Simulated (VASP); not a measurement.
TaAs:

```
Ta As
1.0
    -1.72181    1.72181    5.86794
     1.72181   -1.72181    5.86794
     1.72181    1.72181   -5.86794
Ta As
2 2
Direct
  0.49997 0.49997 0.00000
  0.24997 0.74997 0.50000
  0.08263 0.08263 0.00000
  0.83263 0.33263 0.50000
```

Base run:

| Quantity | Value |
| --- | --- |
| Program | VASP 6.6.1 |
| Functional | PBEsol |
| Potentials or basis | VASP PAW PBE potentials, release 64 (Ta_sv_GW, As_d) |
| Cutoff | 600 eV |
| k mesh | 11 × 11 × 11 |
| Occupations | fermi-dirac, width 0.05 eV |
| Spin | no spin polarisation |
| Hubbard terms | Ta d U = 5.0 eV |

Its results: band gap on the k mesh zero (bands 28 and 29 overlap by 0.01 eV); pressure 4.6 GPa; largest force 0.022 eV/Å.

Problem. The run is repeated on the same cell with these changes: cutoff from 600 eV to 510 eV; hubbard terms from Ta d U = 5.0 eV to Ta d U = 1.0 eV. What comes out?

Solution. Band gap on the k mesh zero (filled and empty bands overlap); pressure -2.5 GPa; largest force 0.022 eV/Å.

Caveats: the PAW data sets were made with another functional, which shifts forces and pressure a little; spin-orbit coupling is left out, which moves the levels of the heavy elements; U without spin polarisation on a metal has little footing; the U is typed as a test and isn't derived for this compound; the cell stands under pressure (at least some runs).
